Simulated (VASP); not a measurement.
# Cu4Mo (P6/mmm) in VASP: further runs

The runs below take Cu4Mo through single point, with PBE.

Program: VASP 6.6.1. These are calculated values, not measurements. Logs are shortened: lines on timing, memory, paths and dates and some standing lists are left out, and cuts for length are marked.

**1. The cell of the first run**

The structure is hexagonal, space group P6/mmm (No. 191). The conventional cell has a = 4.159 Å, b = 4.159 Å, c = 4.809 Å, α = 90.00°, β = 90.00°, γ = 120.00°. Cu (site symmetry 3m) has 5 Cu at 2.34 to 2.47 Å and 3 Mo at 2.70 Å within 3.1 Å. Mo (site symmetry 6/mmm) has 12 Cu at 2.70 Å within 3.6 Å.

**2. Single point, PBE**

INCAR

```
ALGO = Normal
EDIFF = 1E-6
ENCUT = 600
GGA = PE
GGA_COMPAT = False
ISIF = 2
ISMEAR = 0
LASPH = True
LCHARG = True
LELF = True
LREAL = False
LVHAR = True
LWAVE = False
NBANDS = 37
NELM = 120
PREC = Accurate
SIGMA = 0.1
```

KPOINTS

```
k-points
0
Gamma
  12 12 8
```

POSCAR

```
Cu4Mo
1.0
    4.1592931139      0.0000000000      0.0000000000
   -2.0796465569      3.6020534984      0.0000000000
    0.0000000000      0.0000000000      4.8093111943
Cu Mo
4 1
Direct
    0.3333333333      0.6666666667      0.7566510847
    0.3333333333      0.6666666667      0.2433489153
    0.6666666667      0.3333333333      0.2433489153
    0.6666666667      0.3333333333      0.7566510847
    0.0000000000      0.0000000000      0.5000000000
```

Potentials or basis: VASP PAW PBE potentials, release 64 (Cu, Mo_sv).

Command:

```console
cat potpaw_PBE.64/Cu/POTCAR potpaw_PBE.64/Mo_sv/POTCAR > POTCAR
mpirun -np 1 vasp_std > vasp.out
```

OUTCAR:

```text
EDIFF = 1E-6
   ENCUT = 600
   GGA = PE
   ISIF = 2
   ISMEAR = 0
   LASPH = True
   LREAL = False
   NELM = 120
   PREC = Accurate

 ion  position               nearest neighbor table
   1  0.333  0.667  0.757-   2 2.34   4 2.40   4 2.40   4 2.40   2 2.47   5 2.70   5 2.70   5 2.70

   2  0.333  0.667  0.243-   1 2.34   3 2.40   3 2.40   3 2.40   1 2.47   5 2.70   5 2.70   5 2.70

   3  0.667  0.333  0.243-   4 2.34   2 2.40   2 2.40   2 2.40   4 2.47   5 2.70   5 2.70   5 2.70

   4  0.667  0.333  0.757-   3 2.34   1 2.40   1 2.40   1 2.40   3 2.47   5 2.70   5 2.70   5 2.70

   5  0.000  0.000  0.500-   1 2.70   2 2.70   3 2.70   4 2.70   1 2.70   2 2.70   3 2.70   4 2.70
                             3 2.70   4 2.70   1 2.70   2 2.70

  LATTYP: Found a hexagonal cell.
 ALAT       =     4.1592931139
 C/A-ratio  =     1.1562809022

  Lattice vectors:

 A1 = (   4.1592931139,   0.0000000000,   0.0000000000)
 A2 = (  -2.0796465569,   3.6020534984,   0.0000000000)
 A3 = (   0.0000000000,   0.0000000000,   4.8093111943)

Analysis of symmetry for initial positions (statically):
=====================================================================
 Subroutine PRICEL returns:
 Original cell was already a primitive cell.

 Routine SETGRP: Setting up the symmetry group for a
 hexagonal supercell.

 Subroutine GETGRP returns: Found 24 space group operations
 (whereof 24 operations were pure point group operations)
 out of a pool of 24 trial point group operations.

The static configuration has the point symmetry D_6h.

Analysis of symmetry for dynamics (positions and initial velocities):
=====================================================================
 Subroutine PRICEL returns:
 Original cell was already a primitive cell.

 Routine SETGRP: Setting up the symmetry group for a
 hexagonal supercell.

 Subroutine GETGRP returns: Found 24 space group operations
 (whereof 24 operations were pure point group operations)
 out of a pool of 24 trial point group operations.

The dynamic configuration has the point symmetry D_6h.

 Subroutine INISYM returns: Found 24 space group operations
 (whereof 24 operations are pure point group operations),
 and found     1 'primitive' translations

----------------------------------------------------------------------------------------

                                     Primitive cell

  volume of cell :      72.0531

  direct lattice vectors                    reciprocal lattice vectors
     4.159293114  0.000000000  0.000000000     0.240425470  0.138809710  0.000000000
    -2.079646557  3.602053498  0.000000000     0.000000000  0.277619419  0.000000000
     0.000000000  0.000000000  4.809311194     0.000000000  0.000000000  0.207929984

  length of vectors
     4.159293114  4.159293114  4.809311194     0.277619419  0.277619419  0.207929984

  position of ions in fractional coordinates (direct lattice)
     0.333333333  0.666666667  0.756651085
     0.333333333  0.666666667  0.243348915
     0.666666667  0.333333333  0.243348915
     0.666666667  0.333333333  0.756651085
     0.000000000  0.000000000  0.500000000

  ion indices of the primitive-cell ions
   primitive index   ion index
                 1           1
                 2           2
                 3           3
                 4           4
                 5           5

----------------------------------------------------------------------------------------

 KPOINTS: k-points

Automatic generation of k-mesh.
 Grid dimensions read from file:
 generate k-points for:   12   12    8

 Generating k-lattice:

  Cartesian coordinates                     Fractional coordinates (reciprocal lattice)
     0.020035456  0.011567476  0.000000000     0.083333333  0.000000000  0.000000000
     0.000000000  0.023134952  0.000000000     0.000000000  0.083333333  0.000000000
     0.000000000  0.000000000  0.025991248     0.000000000  0.000000000  0.125000000

  Length of vectors
     0.023134952  0.023134952  0.025991248

  Shift w.r.t. Gamma in fractional coordinates (k-lattice)
     0.000000000  0.000000000  0.000000000

 Subroutine IBZKPT returns following result:
 ===========================================

 Found     95 irreducible k-points:

 Following reciprocal coordinates:
            Coordinates               Weight
  0.000000  0.000000  0.000000      1.000000
  0.083333  0.000000  0.000000      6.000000
  0.166667 -0.000000  0.000000      6.000000
  0.250000 -0.000000  0.000000      6.000000
  0.333333 -0.000000  0.000000      6.000000
  0.416667 -0.000000  0.000000      6.000000
[... 16 lines left out ...]
  0.250000 -0.000000  0.125000     12.000000
  0.333333 -0.000000  0.125000     12.000000
 [... further k-points ...]
   k-points           NKPTS =     95   k-points in BZ     NKDIM =     95   number of bands    NBANDS=     37
   number of dos      NEDOS =    301   number of ions     NIONS =      5
   total plane-waves  NPLWV =  51840
   dimension x,y,z NGX =    36 NGY =   36 NGZ =   40
   dimension x,y,z NGXF=    72 NGYF=   72 NGZF=   80
   ions per type =               4   1
   NGX,Y,Z   is equivalent  to a cutoff of  14.39, 14.39, 13.83 a.u.
   NGXF,Y,Z  is equivalent  to a cutoff of  28.78, 28.78, 27.65 a.u.
 SYSTEM =  unknown system
   PREC   = accura    normal or accurate (medium, high low for compatibility)
   ISTART =      0    job   : 0-new  1-cont  2-samecut
   ICHARG =      2    charge: 1-file 2-atom 10-const
   ISPIN  =      1    spin polarized calculation?
   LNONCOLLINEAR =      F non collinear calculations
   LSORBIT =      F    spin-orbit coupling
   LASPH  =      T    aspherical Exc in radial PAW
   ENCUT  =  600.0 eV  44.10 Ry    6.64 a.u.   8.31  8.31  9.61*2*pi/ulx,y,z
   NELM   =    120;   NELMIN=  2; NELMDL= -5     # of ELM steps
   EDIFF  = 0.1E-05   stopping-criterion for ELM
   LREAL  =      F    real-space projection
[... 7 lines left out ...]
   TEBEG  =    0.0;   TEEND  =   0.0 temperature during run
   PSTRESS=    0.0 pullay stress
   NELECT =      58.0000    total number of electrons
   NUPDOWN=      -1.0000    fix difference up-down
   EMIN   =  10.00;   EMAX   =-10.00  energy-range for DOS
   EFERMI =   0.00;   METHOD = LEGACY
   ISMEAR =     0;   SIGMA  =   0.10  broadening in eV -4-tet -1-fermi 0-gaus
   EFERMI_NEDOS =   21; number of points for ismear=-14 and -15
   IALGO  =     38    algorithm
   IMIX   =      4    mixing-type and parameters
     AMIX     =   0.40;   BMIX     =  1.00
     AMIX_MAG =   1.60;   BMIX_MAG =  1.00
  volume/ion in A,a.u.               =      14.41        97.25
  Fermi-wavevector in a.u.,A,eV,Ry     =   1.522883  2.877832 31.554274  2.319174
  Thomas-Fermi vector in A             =   2.631402
   LORBIT       =      0    0 simple, 1 ext, 2 COOP (PROOUT), +10 PAW based schemes
   GGA     = PE    functional components
   LHFCALC =     F    Hartree Fock is set to
   AEXX    =    0.0000 exact exchange contribution
   IVDW    =     0    specifies the selected vdW correction
   LEPSILON=     F    determine dielectric tensor
   LRPA    =     F    only Hartree local field effects (RPA)
 non-spin polarized calculation
 Gauss-broadening in eV      SIGMA  =   0.10
  energy-cutoff  :      600.00
  volume of cell :       72.05
 maximum number of plane-waves:      2425
 NGX is ok and might be reduce to    36

 number of electron      57.9999998 magnetization

 Free energy of the ion-electron system (eV)
  ---------------------------------------------------
  ext. energy  EPLUGINS =         0.00000000
  ---------------------------------------------------
  free energy    TOTEN  =       -22.74062572 eV

  energy without entropy =      -22.72319389  energy(sigma->0) =      -22.73190981

 E-fermi :   7.0962     XC(G=0): -11.9972

 val. band max:        7.0940798098   @ k =   0.1667   0.0833   0.5000
 cond. band min:       7.1015580300   @ k =   0.1667   0.0833   0.2500
 fundamental gap:      0.0074782202
 Fermi energy:         7.0962178277

 k-point     1 :       0.0000    0.0000    0.0000
  band No.  band energies     occupation
      1     -54.0672      2.00000
      2     -28.2005      2.00000
      3     -28.0932      2.00000
      4     -28.0932      2.00000
      5      -1.0571      2.00000
      6       2.5702      2.00000
[... 29 lines left out ...]
     36      13.7180      0.00000
     37      13.7180      0.00000

 k-point     2 :       0.0833    0.0000    0.0000
  band No.  band energies     occupation
      1     -54.0672      2.00000
      2     -28.2004      2.00000
      3     -28.0944      2.00000
      4     -28.0935      2.00000
      5      -0.9673      2.00000
      6       2.5682      2.00000
[... 29 lines left out ...]
     36      14.3566      0.00000
     37      14.8971      0.00000

 k-point     3 :       0.1667   -0.0000    0.0000
  band No.  band energies     occupation
      1     -54.0671      2.00000
      2     -28.1999      2.00000
      3     -28.0976      2.00000
      4     -28.0942      2.00000
      5      -0.7034      2.00000
      6       2.5379      2.00000
[... 29 lines left out ...]
     36      14.1264      0.00000
     37      14.9544      0.00000

 k-point     4 :       0.2500   -0.0000    0.0000
  band No.  band energies     occupation
      1     -54.0669      2.00000
      2     -28.1994      2.00000
      3     -28.1021      2.00000
      4     -28.0953      2.00000
      5      -0.2820      2.00000
      6       2.4334      2.00000
[... 29 lines left out ...]
     36      14.1657      0.00000
     37      14.4696      0.00000
[... 683 lines left out ...]
      1     -54.0670      2.00000
      2     -28.2001      2.00000
      3     -28.0976      2.00000
      4     -28.0942      2.00000
      5      -0.6006      2.00000
      6       2.5634      2.00000
[... 29 lines left out ...]
     36      13.5957      0.00000
     37      15.1531      0.00000

 k-point    23 :       0.2500   -0.0000    0.1250
  band No.  band energies     occupation
      1     -54.0669      2.00000
      2     -28.1995      2.00000
      3     -28.1020      2.00000
      4     -28.0953      2.00000
      5      -0.1825      2.00000
      6       2.4636      2.00000
[... 29 lines left out ...]
     36      13.9374      0.00000
     37      15.2976      0.00000

 k-point    24 :       0.3333   -0.0000    0.1250
  band No.  band energies     occupation
      1     -54.0667      2.00000
      2     -28.1989      2.00000
      3     -28.1064      2.00000
      4     -28.0964      2.00000
      5       0.3583      2.00000
      6       2.2827      2.00000
[... 29 lines left out ...]
     36      14.1232      0.00000
     37      14.9815      0.00000

 [... further k-points ...]

------------------------ aborting loop because EDIFF is reached ----------------------------------------

  FORCE on cell =-STRESS in cart. coord.  units (eV):
  Direction    XX          YY          ZZ          XY          YZ          ZX
  --------------------------------------------------------------------------------------
  -------------------------------------------------------------------------------------
  Total        0.2269905      0.2269905      0.2156475      0.0000000      0.0000000      0.0000000
  in kB        5.0473772      5.0473772      4.7951528      0.0000000      0.0000000      0.0000000
  external PRESSURE =       4.9633024 kB  Pullay stress =       0.0000000 kB

 VOLUME and BASIS-vectors are now :
 -----------------------------------------------------------------------------
  energy-cutoff  :      600.00
  volume of cell :       72.05
      direct lattice vectors                 reciprocal lattice vectors
     4.159293114  0.000000000  0.000000000     0.240425470  0.138809710  0.000000000
    -2.079646557  3.602053498  0.000000000     0.000000000  0.277619419  0.000000000
     0.000000000  0.000000000  4.809311194     0.000000000  0.000000000  0.207929984

 POSITION                                       TOTAL-FORCE (eV/Angst)
 -----------------------------------------------------------------------------------
     -0.00000      2.40137      3.63897        -0.000000     -0.000000     -0.001723
     -0.00000      2.40137      1.17034        -0.000000     -0.000000      0.001723
      2.07965      1.20068      1.17034         0.000000      0.000000      0.001723
      2.07965      1.20068      3.63897         0.000000      0.000000     -0.001723
      0.00000      0.00000      2.40466        -0.000000      0.000000     -0.000000
 -----------------------------------------------------------------------------------
    total drift:                                0.000000      0.000000      0.000000

  FREE ENERGIE OF THE ION-ELECTRON SYSTEM (eV)
  ---------------------------------------------------
  free  energy   TOTEN  =       -22.7406257249 eV

  energy  without entropy=      -22.7231938855  energy(sigma->0) =      -22.73190981
```

Wall time 6.9 min (1 thread of Oxide Virtual Turin-like, shared host); peak memory 0.36 GiB.

Results:

* Free energy: -22.7406 eV
* Pressure: 0.5 GPa
* Band gap on the k mesh: zero (bands 29 and 30 overlap by 1.01 eV)

Levels at points of the mesh, in eV from the Fermi level:
| k point | band 26 | band 27 | band 28 | band 29 | band 30 | band 31 | band 32 | band 33 |
| --- | --- | --- | --- | --- | --- | --- | --- | --- |
| (0.00, 0.00, 0.00) | -1.30 | -0.85 | -0.85 | 0.71 | 0.71 | 1.50 | 2.07 | 5.54 |
| (0.50, 0.00, 0.00) | -1.66 | -0.59 | -0.34 | -0.34 | 0.47 | 0.67 | 0.68 | 1.60 |
| (0.00, 0.00, 0.50) | -2.24 | -0.14 | -0.14 | 0.26 | 0.64 | 0.64 | 5.34 | 5.34 |
| (0.50, 0.00, 0.50) | -1.85 | -1.45 | -1.35 | -1.34 | 0.31 | 0.74 | 1.20 | 1.83 |

**3. Single point, PBE, collinear spin**

INCAR

```
PREC = Accurate ; ENCUT = 600
EDIFF = 1E-6 ; ISMEAR = 0
SIGMA = 0.1 ; LREAL = False
LASPH = True ; NELM = 200
ALGO = Normal ; ISIF = 2
LWAVE = False ; LCHARG = False
ISPIN = 2 ; MAGMOM = 0 0 0 0 1
LORBIT = 11 ; LMAXMIX = 4
GGA = PE ; NBANDS = 41
GGA_COMPAT = False
```

KPOINTS

```
Automatic mesh
0
Gamma
  6 6 4
```

POSCAR

```
Cu4Mo
1.0
    4.1552165328      0.0000000000      0.0000000000
   -2.0776082664      3.5985230756      0.0000000000
    0.0000000000      0.0000000000      4.8158639258
Cu Mo
4 1
Direct
    0.3333333333      0.6666666667      0.7567700984
    0.3333333333      0.6666666667      0.2432299016
    0.6666666667      0.3333333333      0.2432299016
    0.6666666667      0.3333333333      0.7567700984
    0.0000000000      0.0000000000      0.5000000000
```

Potentials or basis: VASP PAW PBE potentials, release 64 (Cu, Mo_sv).

Command:

```console
cat potpaw_PBE.64/Cu/POTCAR potpaw_PBE.64/Mo_sv/POTCAR > POTCAR
mpirun -np 1 vasp_std > vasp.out
```

Wall time 3.6 min (1 thread of Oxide Virtual Turin-like, shared host); peak memory 0.29 GiB.

Results (log left out):

- Free energy: -22.7545 eV
- Pressure: 0.4 GPa
- Band gap on the k mesh: zero (filled and empty bands overlap)
- Net moment: 0.00 μB per cell
- Valence electrons inside the program's atomic spheres: Cu 10.05; Mo 12.19

Forces in eV/Å, atoms in the order of the input:
```
Cu   0.000  0.000 -0.003
Cu   0.000  0.000  0.003
Cu   0.000  0.000  0.003
Cu   0.000  0.000 -0.003
Mo   0.000  0.000  0.000
```

Stress tensor (GPa, compression positive):
```
0.46 0.00 0.00
0.00 0.46 0.00
0.00 0.00 0.32
```

Levels at points of the mesh, in eV from the Fermi level:
Spin up:
| k point | band 25 | band 26 | band 27 | band 28 | band 29 | band 30 | band 31 | band 32 | band 33 | band 34 |
| --- | --- | --- | --- | --- | --- | --- | --- | --- | --- | --- |
| (0.00, 0.00, 0.00) | -1.91 | -1.30 | -0.84 | -0.84 | 0.72 | 0.72 | 1.48 | 2.07 | 5.57 | 6.56 |
| (0.50, 0.00, 0.00) | -1.78 | -1.65 | -0.59 | -0.35 | -0.33 | 0.48 | 0.68 | 0.70 | 1.60 | 2.67 |
| (0.00, 0.00, 0.50) | -2.24 | -2.24 | -0.13 | -0.13 | 0.26 | 0.65 | 0.65 | 5.35 | 5.35 | 5.84 |
| (0.50, 0.00, 0.50) | -2.01 | -1.85 | -1.45 | -1.35 | -1.34 | 0.31 | 0.75 | 1.21 | 1.83 | 2.97 |
Spin down:
```tsv
k point	band 27	band 28	band 29	band 30	band 31	band 32
(0.00, 0.00, 0.00)	-0.84	-0.84	0.72	0.72	1.48	2.07
(0.50, 0.00, 0.00)	-0.59	-0.35	-0.33	0.48	0.68	0.70
(0.00, 0.00, 0.50)	-0.13	-0.13	0.26	0.65	0.65	5.35
(0.50, 0.00, 0.50)	-1.45	-1.35	-1.34	0.31	0.75	1.21
```

**4. Single point, PBE**

This run uses another cell than the first one: it holds 10 atoms, not 5.

INCAR

```
SYSTEM = Cu4Mo
ALGO = Normal
EDIFF = 1E-6
ENCUT = 600
GGA = PE
GGA_COMPAT = .FALSE.
ISIF = 2
ISMEAR = 0
LASPH = .TRUE.
LCHARG = .FALSE.
LREAL = .FALSE.
LWAVE = .FALSE.
NBANDS = 69
NELM = 120
PREC = Accurate
SIGMA = 0.2
```

KPOINTS

```
k-points
0
G
  6 4 4
  0 0 0
```

POSCAR

```
Cu4Mo
1.0
   -4.1592931139      0.0000000000      0.0000000000
    0.0000000000      0.0000000000     -4.8093111943
    0.0000000000     -7.2041069968      0.0000000000
Cu Mo
8 2
Direct
    0.0000000000      0.2433489153      0.6666666667
    0.5000000000      0.2433489153      0.1666666667
    0.0000000000      0.7566510847      0.6666666667
    0.5000000000      0.7566510847      0.1666666667
    0.5000000000      0.7566510847      0.8333333333
    0.0000000000      0.7566510847      0.3333333333
    0.5000000000      0.2433489153      0.8333333333
    0.0000000000      0.2433489153      0.3333333333
    0.5000000000      0.5000000000      0.5000000000
    1.0000000000      0.5000000000      1.0000000000
```

Command:

```console
cat potpaw_PBE.64/Cu/POTCAR potpaw_PBE.64/Mo_sv/POTCAR > POTCAR
mpirun -np 1 vasp_std > vasp.out
```

It took 11 min on 1 thread of Oxide Virtual Turin-like, shared host; peak memory 0.44 GiB.

The run converged. Its results:

```
Free energy            : -45.5285 eV
Pressure               : 0.5 GPa
Largest force          : 0.004 eV/Å
Band gap on the k mesh : zero (bands 58 and 59 overlap by 0.74 eV)
```

Forces in eV/Å, atoms in the order of the input:
```
Cu   0.000 -0.001  0.003
Cu   0.000 -0.001  0.003
Cu   0.000 -0.001 -0.003
Cu   0.000 -0.001 -0.003
Cu   0.000  0.001 -0.003
Cu   0.000  0.001 -0.003
Cu   0.000  0.001  0.003
Cu   0.000  0.001  0.003
Mo   0.000  0.000  0.000
Mo   0.000  0.000  0.000
```

Levels at points of the mesh, in eV from the Fermi level:
| k point | band 56 | band 57 | band 58 | band 59 | band 60 | band 61 |
| --- | --- | --- | --- | --- | --- | --- |
| (0.00, 0.00, 0.00) | -0.32 | -0.32 | 0.50 | 0.69 | 0.70 | 0.73 |
| (0.50, 0.00, 0.00) | -0.37 | -0.36 | -0.36 | -0.24 | -0.24 | 0.63 |
| (0.00, 0.50, 0.00) | -0.12 | -0.12 | 0.29 | 0.33 | 0.67 | 0.67 |
| (0.50, 0.50, 0.00) | -1.23 | -0.20 | -0.20 | 0.17 | 0.17 | 0.68 |
| (0.00, 0.00, 0.50) | -0.65 | -0.03 | -0.03 | 0.16 | 0.16 | 1.84 |
| (0.50, 0.00, 0.50) | -0.32 | -0.32 | -0.32 | 0.50 | 0.50 | 0.69 |
| (0.00, 0.50, 0.50) | -0.34 | -0.18 | -0.18 | 0.11 | 0.11 | 0.32 |
| (0.50, 0.50, 0.50) | -1.33 | -1.31 | -1.31 | 0.33 | 0.33 | 0.76 |

**5. The runs side by side**

```tsv
spin	cell	k mesh	smearing	gap on the mesh (eV)	pressure (GPa)
off	a = 4.159, b = 4.159, c = 4.809 Å, angles 90.0, 90.0, 120.0°, 5 atoms, atomic positions A	12 × 12 × 8	gaussian 0.1 eV	none	0.5
collinear	a = 4.155, b = 4.155, c = 4.816 Å, angles 90.0, 90.0, 120.0°, 5 atoms, atomic positions A	6 × 6 × 4	gaussian 0.1 eV	none	0.4
off	a = 4.159, b = 4.809, c = 7.204 Å, 10 atoms, atomic positions B	6 × 4 × 4	gaussian 0.2 eV	none	0.5
```

Alike in all rows: task single point; level PBE; potentials or basis VASP PAW PBE potentials, release 64 (Cu, Mo_sv); cutoff (eV) 600.

Absolute energies hang on the potentials; compare differences alone.

The gap in the log of VASP goes by the Fermi energy; the results here count the filled bands.